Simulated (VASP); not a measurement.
## MgO (series): single point with PBE

Crystal: MgO (series).

```
Mg O
1.0
     0.00000    2.10500    2.10500
     2.10500    0.00000    2.10500
     2.10500    2.10500    0.00000
Mg O
1 1
Direct
  0.00000 0.00000 0.00000
  0.50000 0.50000 0.50000
```

```json
{"Program": "VASP 6.6.1", "Task": "single point", "Functional": "PBE", "Potentials or basis": "VASP PAW PBE potentials, release 64 (Mg, O)", "Cutoff": "600 eV", "k mesh": "12 × 12 × 12", "Occupations": "gaussian, width 0.02 eV", "Spin": "no spin polarisation", "Dipole correction": "no", "Further INCAR settings": "ALGO = Normal; EDIFF = 1e-06; NBANDS = 11"}
```

```yaml
Pressure: 3.9 GPa
Band_gap_on_the_k_mesh: 4.74 eV, direct
```

Levels at points of the mesh, in eV from the valence-band top:
| k point | band 1 | band 2 | band 3 | band 4 | band 5 | band 6 | band 7 | band 8 |
| --- | --- | --- | --- | --- | --- | --- | --- | --- |
| (0.00, 0.00, 0.00) | -17.27 | 0.00 | 0.00 | 0.00 | 4.74 | 15.81 | 15.81 | 15.81 |
| (0.50, 0.00, 0.00) | -15.98 | -4.62 | -0.65 | -0.65 | 7.91 | 12.62 | 16.33 | 16.33 |
| (0.50, 0.50, 0.00) | -15.72 | -4.09 | -1.35 | -1.35 | 9.12 | 9.99 | 13.11 | 19.00 |

Run time: 39 s on 1 thread of AMD EPYC 7R13 (shared host), peak memory 0.12 GiB.

A k mesh can miss the band edges.
